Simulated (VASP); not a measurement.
# Zn4Se3S (P1) in VASP: relaxation of cell and atoms with PBE

Aim: the relaxation of cell and atoms of Zn4Se3S with PBE.

Everything below comes from runs of VASP 6.6.1. Logs are shortened: lines on timing, memory, paths and dates and some standing lists are left out, and cuts for length are marked.

### Step 1. The cell of the first run

The typed cell holds 8 atoms: a = 4.100 Å, b = 3.942 Å, c = 11.281 Å, α = 88.33°, β = 89.42°, γ = 91.12°.

### Step 2. Relaxation of cell and atoms, PBE

The input, INCAR:

```
SYSTEM = Zn4Se3S
ALGO = Normal
EDIFF = 1E-6
EDIFFG = -0.025
ENCUT = 600
GGA = PE
IBRION = 2
ISIF = 3
ISMEAR = 0
LASPH = .True.
LCHARG = .False.
LREAL = .False.
LWAVE = .False.
NELM = 60
NSW = 80
PREC = Accurate
SIGMA = 0.1
```

The input, KPOINTS:

```
k-points
0
Gamma
  4 4 2
  0 0 0
```

The input, POSCAR:

```
Zn4Se3S
1.0
    4.0994616678     -0.0392707758      0.0207908302
   -0.0392707758      3.9417066899      0.0578006722
    0.0587728881      0.1633947474     11.2792779089
Zn Se S
4 3 1
Direct
    0.5040396964      0.0276017551      0.8883049190
    0.0062277697      0.4907804067      0.1217294884
    0.5008181722     -0.0053693471      0.3777928394
    0.0032123155      0.4875499598      0.6266294896
    0.4774901133      0.5117319663      0.2400612545
    0.0047044826      0.0035277889      0.5031511748
    0.5106679185      0.4856094302      0.7514719365
   -0.0071604682     -0.0014319598     -0.0091411021
```

Potentials or basis: VASP PAW PBE potentials, release 64 (Zn, Se, S).

On the command line:

```sh
$ cat potpaw_PBE.64/Zn/POTCAR potpaw_PBE.64/Se/POTCAR potpaw_PBE.64/S/POTCAR > POTCAR
$ mpirun -np 1 vasp_std > vasp.out
```

OUTCAR:

```text
SYSTEM = Zn4Se3S
   EDIFF = 1E-6
   EDIFFG = -0.025
   ENCUT = 600
   GGA = PE
   IBRION = 2
   ISIF = 3
   ISMEAR = 0
   LASPH = .True.
   LREAL = .False.
   NELM = 60
   NSW = 80
   PREC = Accurate

 ion  position               nearest neighbor table
   1  0.504  0.028  0.888-   8 2.33   7 2.34   8 2.38   7 2.67
   2  0.006  0.491  0.122-   5 2.36   8 2.45   8 2.47   5 2.54
   3  0.501  0.995  0.378-   6 2.47   5 2.49   6 2.52   5 2.53
   4  0.003  0.488  0.627-   6 2.40   6 2.43   7 2.45   7 2.52
   5  0.477  0.512  0.240-   2 2.36   3 2.49   3 2.53   2 2.54
   6  0.005  0.004  0.503-   4 2.40   4 2.43   3 2.47   3 2.52
   7  0.511  0.486  0.751-   1 2.34   4 2.45   4 2.52   1 2.67
   8  0.993  0.999  0.991-   1 2.33   1 2.38   2 2.45   2 2.47

  LATTYP: Found a triclinic cell.
 ALAT       =     3.9423260571
 B/A-ratio  =     3.5384499590
 C/A-ratio  =     1.0399196870
 COS(alpha) =     0.0028000887
 COS(beta)  =     0.0194638110
 COS(gamma) =     0.5887433986

  Lattice vectors:

 A1 = (   0.0392707758,  -3.9417066899,  -0.0578006722)
 A2 = (   0.0197686635,  -8.0468081272, -11.3948792533)
 A3 = (   4.0994616678,  -0.0392707758,   0.0207908302)

Analysis of symmetry for initial positions (statically):
=====================================================================
 Subroutine PRICEL returns:
 Original cell was already a primitive cell.

 Routine SETGRP: Setting up the symmetry group for a
 triclinic supercell.

 Subroutine GETGRP returns: Found  1 space group operations
 (whereof  1 operations were pure point group operations)
 out of a pool of  2 trial point group operations.

The static configuration has the point symmetry C_1 .

Analysis of symmetry for dynamics (positions and initial velocities):
=====================================================================
 Subroutine PRICEL returns:
 Original cell was already a primitive cell.

 Routine SETGRP: Setting up the symmetry group for a
 triclinic supercell.

 Subroutine GETGRP returns: Found  1 space group operations
 (whereof  1 operations were pure point group operations)
 out of a pool of  2 trial point group operations.

The dynamic configuration has the point symmetry C_1 .

 Subroutine INISYM returns: Found  1 space group operations
 (whereof  1 operations are pure point group operations),
 and found     1 'primitive' translations

----------------------------------------------------------------------------------------

                                     Primitive cell

  volume of cell :     182.1993

  direct lattice vectors                    reciprocal lattice vectors
     4.099461668 -0.039270776  0.020790830     0.243964562  0.002449753 -0.001306713
    -0.039270776  3.941706690  0.057800672     0.002449753  0.253775715 -0.003689030
     0.058772888  0.163394747 11.279277909    -0.000462248 -0.001304990  0.088679471

  length of vectors
     4.099702479  3.942326057 11.280614444     0.243980361  0.253814349  0.088690277

  position of ions in fractional coordinates (direct lattice)
     0.504039696  0.027601755  0.888304919
     0.006227770  0.490780407  0.121729488
     0.500818172  0.994630653  0.377792839
     0.003212316  0.487549960  0.626629490
     0.477490113  0.511731966  0.240061254
     0.004704483  0.003527789  0.503151175
     0.510667918  0.485609430  0.751471937
     0.992839532  0.998568040  0.990858898

  ion indices of the primitive-cell ions
   primitive index   ion index
                 1           1
                 2           2
                 3           3
                 4           4
                 5           5
                 6           6
                 7           7
                 8           8

----------------------------------------------------------------------------------------

 KPOINTS: k-points

Automatic generation of k-mesh.
 Grid dimensions read from file:
 generate k-points for:    4    4    2

 Generating k-lattice:

  Cartesian coordinates                     Fractional coordinates (reciprocal lattice)
     0.060991141  0.000612438 -0.000326678     0.250000000  0.000000000  0.000000000
     0.000612438  0.063443929 -0.000922258    -0.000000000  0.250000000 -0.000000000
    -0.000231124 -0.000652495  0.044339735     0.000000000  0.000000000  0.500000000

  Length of vectors
     0.060995090  0.063453587  0.044345138

  Shift w.r.t. Gamma in fractional coordinates (k-lattice)
     0.000000000  0.000000000  0.000000000

 Subroutine IBZKPT returns following result:
 ===========================================

 Found     20 irreducible k-points:

 Following reciprocal coordinates:
            Coordinates               Weight
  0.000000  0.000000  0.000000      1.000000
  0.250000  0.000000  0.000000      2.000000
  0.500000  0.000000  0.000000      1.000000
  0.000000  0.250000 -0.000000      2.000000
  0.250000  0.250000 -0.000000      2.000000
  0.500000  0.250000 -0.000000      2.000000
[... 12 lines left out ...]
  0.250000  0.500000  0.500000      2.000000
  0.500000  0.500000  0.500000      1.000000
   k-points           NKPTS =     20   k-points in BZ     NKDIM =     20   number of bands    NBANDS=     43
   number of dos      NEDOS =    301   number of ions     NIONS =      8
   total plane-waves  NPLWV = 103680
   dimension x,y,z NGX =    36 NGY =   32 NGZ =   90
   dimension x,y,z NGXF=    72 NGYF=   64 NGZF=  180
   ions per type =               4   3   1
   NGX,Y,Z   is equivalent  to a cutoff of  14.60, 13.49, 13.26 a.u.
   NGXF,Y,Z  is equivalent  to a cutoff of  29.20, 26.99, 26.53 a.u.
 SYSTEM =  Zn4Se3S
   PREC   = accura    normal or accurate (medium, high low for compatibility)
   ISTART =      0    job   : 0-new  1-cont  2-samecut
   ICHARG =      2    charge: 1-file 2-atom 10-const
   ISPIN  =      1    spin polarized calculation?
   LNONCOLLINEAR =      F non collinear calculations
   LSORBIT =      F    spin-orbit coupling
   LASPH  =      T    aspherical Exc in radial PAW
   ENCUT  =  600.0 eV  44.10 Ry    6.64 a.u.   8.19  7.87 22.53*2*pi/ulx,y,z
   NELM   =     60;   NELMIN=  2; NELMDL= -5     # of ELM steps
   EDIFF  = 0.1E-05   stopping-criterion for ELM
   LREAL  =      F    real-space projection
   EDIFFG = -.3E-01   stopping-criterion for IOM
   NSW    =     80    number of steps for IOM
   IBRION =      2    ionic relax: 0-MD 1-quasi-New 2-CG
   NFREE  =      1    steps in history (QN), initial steepest desc. (CG)
   ISIF   =      3    stress and relaxation
   ISYM   =      2    0-nonsym 1-usesym 2-fastsym
   POTIM  = 0.5000    time-step for ionic-motion
   TEBEG  =    0.0;   TEEND  =   0.0 temperature during run
   PSTRESS=    0.0 pullay stress
   NELECT =      72.0000    total number of electrons
   NUPDOWN=      -1.0000    fix difference up-down
   EMIN   =  10.00;   EMAX   =-10.00  energy-range for DOS
   EFERMI =   0.00;   METHOD = LEGACY
   ISMEAR =     0;   SIGMA  =   0.10  broadening in eV -4-tet -1-fermi 0-gaus
   EFERMI_NEDOS =   21; number of points for ismear=-14 and -15
   IALGO  =     38    algorithm
   IMIX   =      4    mixing-type and parameters
     AMIX     =   0.40;   BMIX     =  1.00
     AMIX_MAG =   1.60;   BMIX_MAG =  1.00
  volume/ion in A,a.u.               =      22.77       153.69
  Fermi-wavevector in a.u.,A,eV,Ry     =   1.201352  2.270225 19.636550  1.443246
  Thomas-Fermi vector in A             =   2.337163
   LORBIT       =      0    0 simple, 1 ext, 2 COOP (PROOUT), +10 PAW based schemes
   GGA     = PE    functional components
   LHFCALC =     F    Hartree Fock is set to
   AEXX    =    0.0000 exact exchange contribution
   IVDW    =     0    specifies the selected vdW correction
   LEPSILON=     F    determine dielectric tensor
   LRPA    =     F    only Hartree local field effects (RPA)
 conjugate gradient relaxation of ions
 non-spin polarized calculation
 Gauss-broadening in eV      SIGMA  =   0.10
  energy-cutoff  :      600.00
  volume of cell :      182.20
 maximum number of plane-waves:      6122
 NGX is ok and might be reduce to    36
   NGX = 17   NGY = 15   NGZ = 45

--------------------------------------- Ionic step        1  -------------------------------------------

 number of electron      72.0000026 magnetization

 Free energy of the ion-electron system (eV)
  ---------------------------------------------------
  ext. energy  EPLUGINS =         0.00000000
  ---------------------------------------------------
  free energy    TOTEN  =       -24.51144895 eV

  energy without entropy =      -24.51144895  energy(sigma->0) =      -24.51144895

------------------------ aborting loop because EDIFF is reached ----------------------------------------

  FORCE on cell =-STRESS in cart. coord.  units (eV):
  Direction    XX          YY          ZZ          XY          YZ          ZX
  --------------------------------------------------------------------------------------
  -------------------------------------------------------------------------------------
  Total       -0.8077459      1.8750476      0.5301033      0.4088042     -1.5959481     -0.0047399
  in kB       -7.1029496     16.4883158      4.6614869      3.5948378    -14.0340416     -0.0416804
  external PRESSURE =       4.6822844 kB  Pullay stress =       0.0000000 kB
[... 107 lines left out ...]
  FREE ENERGIE OF THE ION-ELECTRON SYSTEM (eV)
  ---------------------------------------------------
  free  energy   TOTEN  =       -24.7496861790 eV

  energy  without entropy=      -24.7496861790  energy(sigma->0) =      -24.74968618

[... ionic steps 4 to 11 ...]

--------------------------------------- Ionic step       12  -------------------------------------------

 number of electron      72.0000015 magnetization

------------------------ aborting loop because EDIFF is reached ----------------------------------------

  FORCE on cell =-STRESS in cart. coord.  units (eV):
  Direction    XX          YY          ZZ          XY          YZ          ZX
  --------------------------------------------------------------------------------------
  -------------------------------------------------------------------------------------
  Total       -0.0761498     -0.0681912     -0.0798520     -0.0106762     -0.0104009      0.0045602
  in kB       -0.6694100     -0.5994479     -0.7019550     -0.0938512     -0.0914311      0.0400877
  external PRESSURE =      -0.6569376 kB  Pullay stress =       0.0000000 kB
[... 69 lines left out ...]
  energy  without entropy=      -24.8131257665  energy(sigma->0) =      -24.81312577

--------------------------------------- Ionic step       14  -------------------------------------------

 number of electron      72.0000022 magnetization

 Free energy of the ion-electron system (eV)
  ---------------------------------------------------
  ext. energy  EPLUGINS =         0.00000000
  ---------------------------------------------------
  free energy    TOTEN  =       -24.81356470 eV

  energy without entropy =      -24.81356470  energy(sigma->0) =      -24.81356470

 E-fermi :   1.9520     XC(G=0):  -9.2351

 val. band max:        1.4706102272   @ k =   0.0000   0.0000   0.0000
 cond. band min:       2.7605447510   @ k =   0.0000   0.0000   0.0000
 fundamental gap:      1.2899345238
 Fermi energy:         1.9519836288

 k-point     1 :       0.0000    0.0000    0.0000
  band No.  band energies     occupation
      1     -11.5663      2.00000
      2     -11.0913      2.00000
      3     -11.0874      2.00000
      4     -10.5319      2.00000
      5      -4.9928      2.00000
      6      -4.9670      2.00000
[... 944 lines left out ...]
  FREE ENERGIE OF THE ION-ELECTRON SYSTEM (eV)
  ---------------------------------------------------
  free  energy   TOTEN  =       -24.8135647039 eV

  energy  without entropy=      -24.8135647039  energy(sigma->0) =      -24.81356470

 reached required accuracy - stopping structural energy minimisation
```

Wall time 16 min (1 thread of AMD EPYC 9R45 (Zen 5), shared host); peak memory 0.4 GiB.

Results:

| Property | Result |
| --- | --- |
| Free energy | -24.8136 eV |
| Relaxed volume | 22.75 Å³/atom |
| Relaxed cell | a = 4.019 Å, b = 4.023 Å, c = 11.259 Å, α = 90.00°, β = 89.97°, γ = 89.97° |
| Space group after relaxing (to 0.05 Å) | P-4m2 (No. 115) |
| Energy gained by relaxing | 37.8 meV/atom |
| Ionic steps | 14 |
| Pressure after relaxing | 0.0 GPa |
| Largest force after relaxing | 0.021 eV/Å |
| Band gap on the k mesh | 1.29 eV, direct |

Forces on the atoms (eV/Å):
```
Zn   0.002 -0.014 -0.005
Zn   0.018  0.006  0.008
Zn  -0.003 -0.003 -0.004
Zn  -0.013  0.007  0.001
Se   0.000 -0.003  0.012
Se   0.000  0.011  0.008
Se  -0.004 -0.009 -0.009
S    0.000  0.005 -0.011
```

Step by step:
```csv
step,energy change (eV),largest force (eV/Å),pressure (GPa),volume (Å³)
1,0.0000,1.0312,0.47,182.20
2,-0.2090,0.5204,-0.47,183.93
3,-0.2382,0.5692,-0.83,184.92
4,-0.2813,0.3169,0.13,181.75
5,-0.2841,0.2527,0.48,180.70
6,-0.2957,0.1042,0.00,182.11
7,-0.2963,0.0928,-0.09,182.48
8,-0.2993,0.0605,-0.05,182.31
9,-0.2998,0.0657,-0.02,182.23
10,-0.3006,0.0350,0.02,182.10
11,-0.3009,0.0520,0.06,182.00
12,-0.3015,0.0375,-0.07,182.26
13,-0.3017,0.0334,-0.10,182.41
14,-0.3021,0.0210,0.02,182.02
```

Final structure:
```
Zn Se S
1.0
     4.01858    0.00092    0.00111
     0.00150    4.02307    0.00009
     0.00224    0.00048   11.25869
Zn Se S
4 3 1
Direct
  0.49952 0.00282 0.88509
  0.99706 0.49903 0.11491
  0.50061 0.00042 0.37136
  0.00294 0.49772 0.62845
  0.49790 0.50027 0.24314
  0.00058 0.99810 0.49993
  0.50205 0.50205 0.75692
  0.99934 0.99957 0.00020
```

Levels at points of the mesh, in eV from the valence-band top:
```csv
k point,band 33,band 34,band 35,band 36,band 37,band 38,band 39,band 40
"(0.00, 0.00, 0.00)",-1.06,-0.03,-0.01,0.00,1.29,3.10,3.42,3.87
"(0.50, 0.00, 0.00)",-0.81,-0.75,-0.72,-0.70,2.54,2.68,4.03,4.24
"(0.00, 0.50, 0.00)",-0.81,-0.75,-0.71,-0.70,2.54,2.69,4.05,4.25
"(0.50, 0.50, 0.00)",-2.14,-2.07,-2.07,-2.00,3.02,3.24,3.59,3.60
"(0.00, 0.00, 0.50)",-0.53,-0.52,-0.29,-0.29,2.60,2.70,3.33,3.35
"(0.50, 0.00, 0.50)",-1.42,-0.74,-0.72,-0.72,3.22,3.38,3.40,3.52
"(0.00, 0.50, 0.50)",-1.41,-0.73,-0.72,-0.71,3.23,3.39,3.40,3.53
"(0.50, 0.50, 0.50)",-2.33,-2.32,-2.25,-2.23,3.89,3.94,3.99,4.20
```
